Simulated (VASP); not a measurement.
# Si (P2_1/m) in VASP: further runs

The runs below take Si through single point, with LDA.

All numbers are computed with VASP 6.6.1; they aren't measurements. Logs are shortened: lines on timing, memory, paths and dates and some standing lists are left out, and cuts for length are marked.

### Step 1. The cell of the first run

It takes space group P2_1/m (No. 11, monoclinic). Conventional cell: a = 4.406 Å, b = 12.570 Å, c = 5.996 Å, α = 90.00°, β = 95.94°, γ = 90.00°. Within 3.4 Å of Si (site symmetry 1) lie 4 Si at 2.57 to 2.68 Å. Si (site symmetry 1) has 4 Si at 2.33 to 2.91 Å within 3.1 Å. Within 3.1 Å of Si (site symmetry 1) lie 4 Si at 2.38 to 2.91 Å.

### Step 2. Single point, LDA

Input file INCAR:

```
SYSTEM = Si
ALGO     = Fast           ! electronic algorithm
EDIFF    = 1E-6           ! SCF threshold, eV
ENCUT    = 520            ! plane-wave cutoff, eV
ISIF     = 2              ! what is computed and relaxed
ISMEAR   = 0              ! smearing method
LASPH    = .TRUE.         ! aspherical terms in the spheres
LCHARG   = .TRUE.         ! write CHGCAR
LELF     = .TRUE.         ! ELF
LREAL    = .FALSE.        ! projectors in reciprocal space
LVHAR    = .TRUE.       
LWAVE    = .FALSE.        ! write WAVECAR
NBANDS   = 36             ! bands
NELM     = 80             ! most SCF steps
PREC     = Accurate       ! precision mode
SIGMA    = 0.03           ! smearing width, eV
```

Input file KPOINTS:

```
k-points
0
G
  10 10 4
  0 0 0
```

Input file POSCAR:

```
Si
1.0
    2.9827060875     -6.4036330633      0.0000000000
    1.3865279083      5.8337329769      0.0000000000
    0.0000000000      0.0000000000     12.5702440454
Si
12
Direct
    0.7570666288      0.2429333712      0.9449750226
    0.2429333712      0.7570666288      0.0550249774
    0.7570666288      0.2429333712      0.5550249774
    0.2429333712      0.7570666288      0.4449750226
    0.4287015211      0.5712984789      0.1572276936
    0.5712984789      0.4287015211      0.8427723064
    0.4287015211      0.5712984789      0.3427723064
    0.5712984789      0.4287015211      0.6572276936
    0.9711041075      0.0288958925      0.9092746508
    0.0288958925      0.9711041075      0.0907253492
    0.9711041075      0.0288958925      0.5907253492
    0.0288958925      0.9711041075      0.4092746508
```

Potentials or basis: VASP PAW LDA potentials, release 64 (Si).

Started as:

```sh
cat potpaw_LDA.64/Si/POTCAR > POTCAR
mpirun -np 1 vasp_std > vasp.out
```

OUTCAR:

```text
SYSTEM = Si
   EDIFF = 1E-6
   ENCUT = 520
   ISIF = 2
   ISMEAR = 0
   LASPH = .TRUE.
   LREAL = .FALSE.
   NELM = 80
   PREC = Accurate

 ion  position               nearest neighbor table
   1  0.757  0.243  0.945-   2 2.57   6 2.63   2 2.64   9 2.68
   2  0.243  0.757  0.055-   1 2.57   5 2.63   1 2.64  10 2.68
   3  0.757  0.243  0.555-   4 2.57   8 2.63   4 2.64  11 2.68
   4  0.243  0.757  0.445-   3 2.57   7 2.63   3 2.64  12 2.68
   5  0.429  0.571  0.157-   7 2.33  10 2.38   2 2.63  10 2.91
   6  0.571  0.429  0.843-   8 2.33   9 2.38   1 2.63   9 2.91
   7  0.429  0.571  0.343-   5 2.33  12 2.38   4 2.63  12 2.91
   8  0.571  0.429  0.657-   6 2.33  11 2.38   3 2.63  11 2.91
   9  0.971  0.029  0.909-   6 2.38  10 2.39   1 2.68   6 2.91
  10  0.029  0.971  0.091-   5 2.38   9 2.39   2 2.68   5 2.91
  11  0.971  0.029  0.591-   8 2.38  12 2.39   3 2.68   8 2.91
  12  0.029  0.971  0.409-   7 2.38  11 2.39   4 2.68   7 2.91

  Warning from LATTYP: Monoclinic adjustment (A1->A3, A2->A1, A3->A2)!
  Warning from LATTYP: Got some problem with cell dimensions!
  Tried to take original basis but could not verify dimensions!
  LATTYP: Found a simple monoclinic cell.
 ALAT       =     4.4062446390
 B/A-ratio  =     2.8528248146
 C/A-ratio  =     1.3608505626
 COS(beta)  =    -0.1034567211

  Lattice vectors:

 A1 = (   4.3692339958,  -0.5699000864,   0.0000000000)
 A2 = (   0.0000000000,   0.0000000000,  12.5702440454)
 A3 = (  -1.3865279083,  -5.8337329769,   0.0000000000)

Analysis of symmetry for initial positions (statically):
=====================================================================
 Subroutine PRICEL returns:
 Original cell was already a primitive cell.

 Routine SETGRP: Setting up the symmetry group for a
 simple monoclinic supercell.

 Subroutine GETGRP returns: Found  4 space group operations
 (whereof  2 operations were pure point group operations)
 out of a pool of  4 trial point group operations.

The static configuration has the point symmetry S_2 .
 The point group associated with its full space group is C_2h.

Analysis of symmetry for dynamics (positions and initial velocities):
=====================================================================
 Subroutine PRICEL returns:
 Original cell was already a primitive cell.

 Routine SETGRP: Setting up the symmetry group for a
 simple monoclinic supercell.

 Subroutine GETGRP returns: Found  4 space group operations
 (whereof  2 operations were pure point group operations)
 out of a pool of  4 trial point group operations.

The dynamic configuration has the point symmetry S_2 .
 The point group associated with its full space group is C_2h.

 Subroutine INISYM returns: Found  4 space group operations
 (whereof  2 operations are pure point group operations),
 and found     1 'primitive' translations

----------------------------------------------------------------------------------------

                                     Primitive cell

  volume of cell :     330.3350

  direct lattice vectors                    reciprocal lattice vectors
     2.982706087 -6.403633063  0.000000000     0.221991127 -0.052761567  0.000000000
     1.386527908  5.833732977  0.000000000     0.243677543  0.113500959  0.000000000
     0.000000000  0.000000000 12.570244045     0.000000000  0.000000000  0.079552950

  length of vectors
     7.064209228  5.996240496 12.570244045     0.228175028  0.268814458  0.079552950

  position of ions in fractional coordinates (direct lattice)
     0.757066629  0.242933371  0.944975023
     0.242933371  0.757066629  0.055024977
     0.757066629  0.242933371  0.555024977
     0.242933371  0.757066629  0.444975023
     0.428701521  0.571298479  0.157227694
     0.571298479  0.428701521  0.842772306
     0.428701521  0.571298479  0.342772306
     0.571298479  0.428701521  0.657227694
     0.971104107  0.028895893  0.909274651
     0.028895893  0.971104107  0.090725349
     0.971104107  0.028895893  0.590725349
     0.028895893  0.971104107  0.409274651

  ion indices of the primitive-cell ions
   primitive index   ion index
                 1           1
                 2           2
                 3           3
                 4           4
                 5           5
                 6           6
                 7           7
                 8           8
                 9           9
                10          10
                11          11
                12          12

----------------------------------------------------------------------------------------

 KPOINTS: k-points

Automatic generation of k-mesh.
 Grid dimensions read from file:
 generate k-points for:   10   10    4

 Generating k-lattice:

  Cartesian coordinates                     Fractional coordinates (reciprocal lattice)
     0.022199113 -0.005276157  0.000000000     0.100000000  0.000000000  0.000000000
     0.024367754  0.011350096  0.000000000     0.000000000  0.100000000  0.000000000
     0.000000000  0.000000000  0.019888238     0.000000000  0.000000000  0.250000000

  Length of vectors
     0.022817503  0.026881446  0.019888238

  Shift w.r.t. Gamma in fractional coordinates (k-lattice)
     0.000000000  0.000000000  0.000000000

 Subroutine IBZKPT returns following result:
 ===========================================

 Found    156 irreducible k-points:

 Following reciprocal coordinates:
            Coordinates               Weight
  0.000000  0.000000  0.000000      1.000000
  0.100000  0.000000  0.000000      2.000000
  0.200000  0.000000  0.000000      2.000000
  0.300000  0.000000  0.000000      2.000000
  0.400000  0.000000  0.000000      2.000000
  0.500000  0.000000  0.000000      1.000000
[... 16 lines left out ...]
 -0.400000  0.200000  0.000000      2.000000
 -0.300000  0.200000  0.000000      2.000000
 [... further k-points ...]
   k-points           NKPTS =    156   k-points in BZ     NKDIM =    156   number of bands    NBANDS=     36
   number of dos      NEDOS =    301   number of ions     NIONS =     12
   total plane-waves  NPLWV = 248832
   dimension x,y,z NGX =    54 NGY =   48 NGZ =   96
   dimension x,y,z NGXF=   108 NGYF=   96 NGZF=  192
   ions per type =              12
   NGX,Y,Z   is equivalent  to a cutoff of  12.71, 13.31, 12.70 a.u.
   NGXF,Y,Z  is equivalent  to a cutoff of  25.42, 26.62, 25.39 a.u.
 SYSTEM =  Si
   PREC   = accura    normal or accurate (medium, high low for compatibility)
   ISTART =      0    job   : 0-new  1-cont  2-samecut
   ICHARG =      2    charge: 1-file 2-atom 10-const
   ISPIN  =      1    spin polarized calculation?
   LNONCOLLINEAR =      F non collinear calculations
   LSORBIT =      F    spin-orbit coupling
   LASPH  =      T    aspherical Exc in radial PAW
   ENCUT  =  520.0 eV  38.22 Ry    6.18 a.u.  13.13 11.15 23.37*2*pi/ulx,y,z
   NELM   =     80;   NELMIN=  2; NELMDL= -5     # of ELM steps
   EDIFF  = 0.1E-05   stopping-criterion for ELM
   LREAL  =      F    real-space projection
   EDIFFG = 0.1E-04   stopping-criterion for IOM
   NSW    =      0    number of steps for IOM
   IBRION =     -1    ionic relax: 0-MD 1-quasi-New 2-CG
   NFREE  =      0    steps in history (QN), initial steepest desc. (CG)
   ISIF   =      2    stress and relaxation
   ISYM   =      2    0-nonsym 1-usesym 2-fastsym
   POTIM  = 0.5000    time-step for ionic-motion
   TEBEG  =    0.0;   TEEND  =   0.0 temperature during run
   PSTRESS=    0.0 pullay stress
   NELECT =      48.0000    total number of electrons
   NUPDOWN=      -1.0000    fix difference up-down
   EMIN   =  10.00;   EMAX   =-10.00  energy-range for DOS
   EFERMI =   0.00;   METHOD = LEGACY
   ISMEAR =     0;   SIGMA  =   0.03  broadening in eV -4-tet -1-fermi 0-gaus
   EFERMI_NEDOS =   21; number of points for ismear=-14 and -15
   IALGO  =     68    algorithm
   IMIX   =      4    mixing-type and parameters
     AMIX     =   0.40;   BMIX     =  1.00
     AMIX_MAG =   1.60;   BMIX_MAG =  1.00
  volume/ion in A,a.u.               =      27.53       185.77
  Fermi-wavevector in a.u.,A,eV,Ry     =   0.860671  1.626432 10.078571  0.740754
  Thomas-Fermi vector in A             =   1.978210
   LORBIT       =      0    0 simple, 1 ext, 2 COOP (PROOUT), +10 PAW based schemes
   GGA     = CA    functional components
   LHFCALC =     F    Hartree Fock is set to
   AEXX    =    0.0000 exact exchange contribution
   IVDW    =     0    specifies the selected vdW correction
   LEPSILON=     F    determine dielectric tensor
   LRPA    =     F    only Hartree local field effects (RPA)
 non-spin polarized calculation
 RMM-DIIS sequential band-by-band and
 Gauss-broadening in eV      SIGMA  =   0.03
  energy-cutoff  :      520.00
  volume of cell :      330.34
 maximum number of plane-waves:      8932
 NGX is ok and might be reduce to    54
   NGX = 27   NGY = 23   NGZ = 47

 number of electron      48.0000001 magnetization

 Free energy of the ion-electron system (eV)
  ---------------------------------------------------
  ext. energy  EPLUGINS =         0.00000000
  ---------------------------------------------------
  free energy    TOTEN  =       -62.67022635 eV

  energy without entropy =      -62.66835808  energy(sigma->0) =      -62.66929221

 E-fermi :   2.9578     XC(G=0):  -8.3494

 val. band max:        2.9516243535   @ k =  -0.3000   0.3000   0.2500
 cond. band min:       2.9613316344   @ k =  -0.3000   0.4000   0.2500
 fundamental gap:      0.0097072810
 Fermi energy:         2.9578395133

 k-point     1 :       0.0000    0.0000    0.0000
  band No.  band energies     occupation
      1      -7.6381      2.00000
      2      -7.1966      2.00000
      3      -6.4271      2.00000
      4      -4.9690      2.00000
      5      -4.7946      2.00000
      6      -4.4590      2.00000
[... 28 lines left out ...]
     35       6.0741      0.00000
     36       6.4590      0.00000
[... 866 lines left out ...]
      6      -4.6192      2.00000
[... 28 lines left out ...]
     35       5.9711      0.00000
     36       6.0084      0.00000

 [... further k-points ...]

------------------------ aborting loop because EDIFF is reached ----------------------------------------

  FORCE on cell =-STRESS in cart. coord.  units (eV):
  Direction    XX          YY          ZZ          XY          YZ          ZX
  --------------------------------------------------------------------------------------
  -------------------------------------------------------------------------------------
  Total      -26.9493182    -30.4132101     -7.8486607     16.9042448      0.0000000      0.0000000
  in kB     -130.7084678   -147.5088930    -38.0672494     81.9882686      0.0000000      0.0000000
  external PRESSURE =    -105.4282034 kB  Pullay stress =       0.0000000 kB

 VOLUME and BASIS-vectors are now :
 -----------------------------------------------------------------------------
  energy-cutoff  :      520.00
  volume of cell :      330.34
      direct lattice vectors                 reciprocal lattice vectors
     2.982706087 -6.403633063  0.000000000     0.221991127 -0.052761567  0.000000000
     1.386527908  5.833732977  0.000000000     0.243677543  0.113500959  0.000000000
     0.000000000  0.000000000 12.570244045     0.000000000  0.000000000  0.079552950

 POSITION                                       TOTAL-FORCE (eV/Angst)
 -----------------------------------------------------------------------------------
      2.59494     -3.43077     11.87857        -0.006123     -0.065794      0.105439
      1.77429      2.86087      0.69168         0.006123      0.065794     -0.105439
      2.59494     -3.43077      6.97680        -0.006123     -0.065794     -0.105439
      1.77429      2.86087      5.59344         0.006123      0.065794      0.105439
      2.07081      0.58756      1.97639         0.158859      0.336185     -0.709671
      2.29842     -1.15746     10.59385        -0.158859     -0.336185      0.709671
      2.07081      0.58756      4.30873         0.158859      0.336185      0.709671
      2.29842     -1.15746      8.26151        -0.158859     -0.336185     -0.709671
      2.93658     -6.05002     11.42980         0.140318      0.099886      0.117643
      1.43265      5.48012      1.14044        -0.140318     -0.099886     -0.117643
      2.93658     -6.05002      7.42556         0.140318      0.099886     -0.117643
      1.43265      5.48012      5.14468        -0.140318     -0.099886      0.117643
 -----------------------------------------------------------------------------------
    total drift:                                0.000000     -0.000000     -0.000000

  FREE ENERGIE OF THE ION-ELECTRON SYSTEM (eV)
  ---------------------------------------------------
  free  energy   TOTEN  =       -62.6702263477 eV

  energy  without entropy=      -62.6683580760  energy(sigma->0) =      -62.66929221
```

It took 83 min on 1 thread of Oxide Virtual Turin-like, shared host; peak memory 1.2 GiB.

Results:

| Item | Value |
| --- | --- |
| Free energy | -62.6702 eV |
| Pressure | -10.5 GPa |
| Largest force | 0.801 eV/Å |
| Band gap on the k mesh | zero (bands 24 and 25 overlap by 0.42 eV) |

Forces in eV/Å, atoms in the order of the input:
```
Si  -0.006 -0.066  0.105
Si   0.006  0.066 -0.105
Si  -0.006 -0.066 -0.105
Si   0.006  0.066  0.105
Si   0.159  0.336 -0.710
Si  -0.159 -0.336  0.710
Si   0.159  0.336  0.710
Si  -0.159 -0.336 -0.710
Si   0.140  0.100  0.118
Si  -0.140 -0.100 -0.118
Si   0.140  0.100 -0.118
Si  -0.140 -0.100  0.118
```

Levels at points of the mesh, in eV from the Fermi level:
```tsv
k point	band 21	band 22	band 23	band 24	band 25	band 26	band 27	band 28
(0.00, 0.00, 0.00)	-0.88	-0.14	-0.10	0.07	0.30	0.42	0.62	1.12
(0.50, 0.00, 0.00)	-1.39	-1.36	-1.20	-0.85	0.24	0.28	0.52	0.91
(0.00, 0.50, 0.00)	-1.03	-1.00	-1.00	-0.32	0.66	1.13	1.30	1.80
(0.50, 0.50, 0.00)	-0.91	-0.50	-0.38	-0.28	0.14	0.20	0.22	0.60
(0.00, 0.00, 0.50)	-0.60	-0.60	-0.37	-0.37	0.52	0.52	1.13	1.13
(0.50, 0.00, 0.50)	-1.62	-1.62	-1.03	-1.03	0.49	0.49	0.71	0.71
(0.00, 0.50, 0.50)	-0.91	-0.91	-0.79	-0.79	0.89	0.89	1.36	1.36
(0.50, 0.50, 0.50)	-0.57	-0.57	-0.19	-0.19	-0.09	-0.09	0.27	0.27
```

Caveat: the stress differs along the axes, from -15 to -4 GPa; semilocal functionals underestimate gaps, and a narrow one can read as zero.

[end of part 1 of 2]
